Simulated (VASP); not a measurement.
# Te2Pt (n.B) in VASP: single point with PBE

Aim: the single point of Te2Pt (n.B) with PBE.

Everything below comes from runs of VASP 6.6.1. Logs are shortened: lines on timing, memory, paths and dates and some standing lists are left out, and cuts for length are marked.

### Step 1. The cell of the first run

The cell holds a sheet with vacuum, 3 atoms: a = 4.023 Å, b = 4.023 Å, c = 29.360 Å, α = 90.00°, β = 90.00°, γ = 120.00°.

### Step 2. Single point, PBE

File INCAR:

```
ALGO = Normal
DIPOL = 0.5 0.5 0.286
EDIFF = 1E-6
ENCUT = 400
GGA = PE
GGA_COMPAT = False
IDIPOL = 3
ISIF = 2
ISMEAR = 0
LASPH = True
LCHARG = False
LDIPOL = True
LREAL = False
LWAVE = False
NBANDS = 18
NELM = 120
NELMDL = -8
PREC = Accurate
SIGMA = 0.03
```

File KPOINTS:

```
k-points
0
Gamma
  12 12 1
```

File POSCAR:

```
Te2Pt
1.0
    4.0225742032      0.0000000000      0.0000000000
   -2.0112871016      3.4836514486      0.0000000000
    0.0000000000      0.0000000000     29.3600000020
Te Pt
2 1
Direct
    0.3333333333      0.6666666667      0.2384049020
    0.6666666667      0.3333333333      0.3331209836
    0.0000000000      0.0000000000      0.2857629428
```

Potentials or basis: VASP PAW PBE potentials, release 64 (Te, Pt).

Launch:

```bash
$ cat potpaw_PBE.64/Te/POTCAR potpaw_PBE.64/Pt/POTCAR > POTCAR
$ mpirun -np 1 vasp_std > vasp.out
```

OUTCAR:

```text
EDIFF = 1E-6
   ENCUT = 400
   GGA = PE
   ISIF = 2
   ISMEAR = 0
   LASPH = True
   LREAL = False
   NELM = 120
   NELMDL = -8
   PREC = Accurate

 ion  position               nearest neighbor table
   1  0.333  0.667  0.238-   3 2.71   3 2.71   3 2.71   2 3.62   2 3.62   2 3.62
   2  0.667  0.333  0.333-   3 2.71   3 2.71   3 2.71   1 3.62   1 3.62   1 3.62
   3  0.000  0.000  0.286-   1 2.71   2 2.71   2 2.71   1 2.71   2 2.71   1 2.71

  LATTYP: Found a hexagonal cell.
 ALAT       =     4.0225742032
 C/A-ratio  =     7.2988088022

  Lattice vectors:

 A1 = (   4.0225742032,   0.0000000000,   0.0000000000)
 A2 = (  -2.0112871016,   3.4836514486,   0.0000000000)
 A3 = (   0.0000000000,   0.0000000000,  29.3600000020)

Analysis of symmetry for initial positions (statically):
=====================================================================
 Subroutine PRICEL returns:
 Original cell was already a primitive cell.

 Routine SETGRP: Setting up the symmetry group for a
 hexagonal supercell.

 Subroutine GETGRP returns: Found 12 space group operations
 (whereof  6 operations were pure point group operations)
 out of a pool of 24 trial point group operations.

The static configuration has the point symmetry C_3v.
 The point group associated with its full space group is D_3d.

Analysis of symmetry for dynamics (positions and initial velocities):
=====================================================================
 Subroutine PRICEL returns:
 Original cell was already a primitive cell.

 Routine SETGRP: Setting up the symmetry group for a
 hexagonal supercell.

 Subroutine GETGRP returns: Found 12 space group operations
 (whereof  6 operations were pure point group operations)
 out of a pool of 24 trial point group operations.

The dynamic configuration has the point symmetry C_3v.
 The point group associated with its full space group is D_3d.

 Subroutine INISYM returns: Found 12 space group operations
 (whereof  6 operations are pure point group operations),
 and found     1 'primitive' translations

----------------------------------------------------------------------------------------

                                     Primitive cell

  volume of cell :     411.4289

  direct lattice vectors                    reciprocal lattice vectors
     4.022574203  0.000000000  0.000000000     0.248597030  0.143527562  0.000000000
    -2.011287102  3.483651449  0.000000000     0.000000000  0.287055124  0.000000000
     0.000000000  0.000000000 29.360000002     0.000000000  0.000000000  0.034059946

  length of vectors
     4.022574203  4.022574203 29.360000002     0.287055124  0.287055124  0.034059946

  position of ions in fractional coordinates (direct lattice)
     0.333333333  0.666666667  0.238404902
     0.666666667  0.333333333  0.333120984
     0.000000000  0.000000000  0.285762943

  ion indices of the primitive-cell ions
   primitive index   ion index
                 1           1
                 2           2
                 3           3

----------------------------------------------------------------------------------------

 KPOINTS: k-points

Automatic generation of k-mesh.
 Grid dimensions read from file:
 generate k-points for:   12   12    1

 Generating k-lattice:

  Cartesian coordinates                     Fractional coordinates (reciprocal lattice)
     0.020716419  0.011960630  0.000000000     0.083333333  0.000000000  0.000000000
     0.000000000  0.023921260  0.000000000     0.000000000  0.083333333  0.000000000
     0.000000000  0.000000000  0.034059946     0.000000000  0.000000000  1.000000000

  Length of vectors
     0.023921260  0.023921260  0.034059946

  Shift w.r.t. Gamma in fractional coordinates (k-lattice)
     0.000000000  0.000000000  0.000000000

 Subroutine IBZKPT returns following result:
 ===========================================

 Found     19 irreducible k-points:

 Following reciprocal coordinates:
            Coordinates               Weight
  0.000000  0.000000  0.000000      1.000000
  0.083333 -0.000000  0.000000      6.000000
  0.166667  0.000000  0.000000      6.000000
  0.250000  0.000000  0.000000      6.000000
  0.333333  0.000000  0.000000      6.000000
  0.416667  0.000000  0.000000      6.000000
[... 11 lines left out ...]
  0.333333  0.250000  0.000000     12.000000
  0.333333  0.333333  0.000000      2.000000
   k-points           NKPTS =     19   k-points in BZ     NKDIM =     19   number of bands    NBANDS=     18
   number of dos      NEDOS =    301   number of ions     NIONS =      3
   total plane-waves  NPLWV = 150528
   dimension x,y,z NGX =    28 NGY =   28 NGZ =  192
   dimension x,y,z NGXF=    56 NGYF=   56 NGZF=  384
   ions per type =               2   1
   NGX,Y,Z   is equivalent  to a cutoff of  11.57, 11.57, 10.87 a.u.
   NGXF,Y,Z  is equivalent  to a cutoff of  23.14, 23.14, 21.74 a.u.
 SYSTEM =  unknown system
   PREC   = accura    normal or accurate (medium, high low for compatibility)
   ISTART =      0    job   : 0-new  1-cont  2-samecut
   ICHARG =      2    charge: 1-file 2-atom 10-const
   ISPIN  =      1    spin polarized calculation?
   LNONCOLLINEAR =      F non collinear calculations
   LSORBIT =      F    spin-orbit coupling
   LASPH  =      T    aspherical Exc in radial PAW
   ENCUT  =  400.0 eV  29.40 Ry    5.42 a.u.   6.56  6.56 47.88*2*pi/ulx,y,z
   NELM   =    120;   NELMIN=  2; NELMDL= -8     # of ELM steps
   EDIFF  = 0.1E-05   stopping-criterion for ELM
   LREAL  =      F    real-space projection
   EDIFFG = 0.1E-04   stopping-criterion for IOM
   NSW    =      0    number of steps for IOM
   IBRION =     -1    ionic relax: 0-MD 1-quasi-New 2-CG
   NFREE  =      0    steps in history (QN), initial steepest desc. (CG)
   ISIF   =      2    stress and relaxation
   ISYM   =      2    0-nonsym 1-usesym 2-fastsym
   POTIM  = 0.5000    time-step for ionic-motion
   TEBEG  =    0.0;   TEEND  =   0.0 temperature during run
   PSTRESS=    0.0 pullay stress
   NELECT =      22.0000    total number of electrons
   NUPDOWN=      -1.0000    fix difference up-down
   EMIN   =  10.00;   EMAX   =-10.00  energy-range for DOS
   EFERMI =   0.00;   METHOD = LEGACY
   ISMEAR =     0;   SIGMA  =   0.03  broadening in eV -4-tet -1-fermi 0-gaus
   EFERMI_NEDOS =   21; number of points for ismear=-14 and -15
   IALGO  =     38    algorithm
   IMIX   =      4    mixing-type and parameters
     AMIX     =   0.40;   BMIX     =  1.00
     AMIX_MAG =   1.60;   BMIX_MAG =  1.00
  volume/ion in A,a.u.               =     137.14       925.49
  Fermi-wavevector in a.u.,A,eV,Ry     =   0.616762  1.165511  5.175589  0.380395
  Thomas-Fermi vector in A             =   1.674606
   LORBIT       =      0    0 simple, 1 ext, 2 COOP (PROOUT), +10 PAW based schemes
   GGA     = PE    functional components
   LHFCALC =     F    Hartree Fock is set to
   AEXX    =    0.0000 exact exchange contribution
   IVDW    =     0    specifies the selected vdW correction
   LEPSILON=     F    determine dielectric tensor
   LRPA    =     F    only Hartree local field effects (RPA)
 non-spin polarized calculation
 Gauss-broadening in eV      SIGMA  =   0.03
  energy-cutoff  :      400.00
  volume of cell :      411.43
 maximum number of plane-waves:      7553
 NGX is ok and might be reduce to    28
   NGX = 13   NGY = 13   NGZ = 95

 dipolmoment           0.000000      0.000000     -0.000012 electrons x Angstroem

 number of electron      22.0000003 magnetization

 dipolmoment           0.000000      0.000000      0.000007 electrons x Angstroem

 Free energy of the ion-electron system (eV)
  ---------------------------------------------------
  ext. energy  EPLUGINS =         0.00000000
  ---------------------------------------------------
  free energy    TOTEN  =       -13.48752133 eV

  energy without entropy =      -13.48752133  energy(sigma->0) =      -13.48752133

 E-fermi :  -2.3058     XC(G=0):  -2.4065

 val. band max:       -2.4667650427   @ k =   0.0000   0.0000   0.0000
 cond. band min:      -1.6812963492   @ k =   0.2500   0.2500   0.0000
 fundamental gap:      0.7854686935
 Fermi energy:        -2.3058338037

 k-point     1 :       0.0000    0.0000    0.0000
  band No.  band energies     occupation
      1     -15.2430      2.00000
      2     -13.2833      2.00000
      3      -7.4804      2.00000
      4      -7.4804      2.00000
      5      -7.4764      2.00000
      6      -5.7409      2.00000
[... 10 lines left out ...]
     17       2.3128      0.00000
     18       2.7767      0.00000

 k-point     2 :       0.0833   -0.0000    0.0000
  band No.  band energies     occupation
      1     -15.1695      2.00000
      2     -13.2812      2.00000
      3      -7.4994      2.00000
      4      -7.4437      2.00000
      5      -7.4129      2.00000
      6      -5.8041      2.00000
[... 10 lines left out ...]
     17       2.4151      0.00000
     18       2.8232      0.00000

 k-point     3 :       0.1667    0.0000    0.0000
  band No.  band energies     occupation
      1     -14.9557      2.00000
      2     -13.2781      2.00000
      3      -7.5308      2.00000
      4      -7.3449      2.00000
      5      -7.2357      2.00000
      6      -6.0441      2.00000
[... 10 lines left out ...]
     17       2.7009      0.00000
     18       2.9828      0.00000

 k-point     4 :       0.2500    0.0000    0.0000
  band No.  band energies     occupation
      1     -14.6249      2.00000
      2     -13.2826      2.00000
      3      -7.5523      2.00000
      4      -7.2211      2.00000
      5      -7.0420      2.00000
      6      -6.4714      2.00000
[... 270 lines left out ...]
      4      -7.3312      2.00000
      5      -6.9921      2.00000
      6      -6.2620      2.00000
[... 10 lines left out ...]
     17       4.6283      0.00000
     18       4.6558      0.00000

 k-point    18 :       0.3333    0.2500    0.0000
  band No.  band energies     occupation
      1     -13.5041      2.00000
      2     -13.3790      2.00000
      3      -8.1077      2.00000
      4      -7.3320      2.00000
      5      -7.0909      2.00000
      6      -6.1419      2.00000
[... 10 lines left out ...]
     17       4.6363      0.00000
     18       4.9779      0.00000

 k-point    19 :       0.3333    0.3333    0.0000
  band No.  band energies     occupation
      1     -13.4034      2.00000
      2     -13.4034      2.00000
      3      -8.0108      2.00000
      4      -7.3568      2.00000
      5      -7.3568      2.00000
      6      -6.0910      2.00000
[... 10 lines left out ...]
     17       4.7338      0.00000
     18       4.9253      0.00000

------------------------ aborting loop because EDIFF is reached ----------------------------------------

 vacuum level on the upper side and lower side of the slab       (xc-potential included)        -0.007        -0.007

  FORCE on cell =-STRESS in cart. coord.  units (eV):
  Direction    XX          YY          ZZ          XY          YZ          ZX
  --------------------------------------------------------------------------------------
  -------------------------------------------------------------------------------------
  Total       -0.1047100     -0.1047100     -0.0703816     -0.0000000      0.0000000     -0.0000000
  in kB       -0.4077592     -0.4077592     -0.2740785     -0.0000000      0.0000000     -0.0000000
  external PRESSURE =      -0.3631990 kB  Pullay stress =       0.0000000 kB

 VOLUME and BASIS-vectors are now :
 -----------------------------------------------------------------------------
  energy-cutoff  :      400.00
  volume of cell :      411.43
      direct lattice vectors                 reciprocal lattice vectors
     4.022574203  0.000000000  0.000000000     0.248597030  0.143527562  0.000000000
    -2.011287102  3.483651449  0.000000000     0.000000000  0.287055124  0.000000000
     0.000000000  0.000000000 29.360000002     0.000000000  0.000000000  0.034059946

 POSITION                                       TOTAL-FORCE (eV/Angst)
 -----------------------------------------------------------------------------------
     -0.00000      2.32243      6.99957         0.000000     -0.000000      0.018257
      2.01129      1.16122      9.78043        -0.000000     -0.000000     -0.018257
      0.00000      0.00000      8.39000        -0.000000      0.000000     -0.000000
 -----------------------------------------------------------------------------------
    total drift:                               -0.000000     -0.000000      0.000050

  FREE ENERGIE OF THE ION-ELECTRON SYSTEM (eV)
  ---------------------------------------------------
  free  energy   TOTEN  =       -13.4875213328 eV

  energy  without entropy=      -13.4875213328  energy(sigma->0) =      -13.48752133

 vacuum level on the upper side and lower side of the slab         2.306         2.306
```

It took 74 s on 1 thread of Intel Xeon 6975P-C (Granite Rapids), shared host; peak memory 0.43 GiB.

What came out:

```
Free energy            : -13.4875 eV
Largest force          : 0.018 eV/Å
Band gap on the k mesh : 0.79 eV, indirect (least direct gap 1.18 eV)
```

Forces on the atoms (eV/Å):
```
Te   0.000  0.000  0.018
Te   0.000  0.000 -0.018
Pt   0.000  0.000  0.000
```

Caveat: spin-orbit coupling is left out, which moves the levels of the heavy elements.
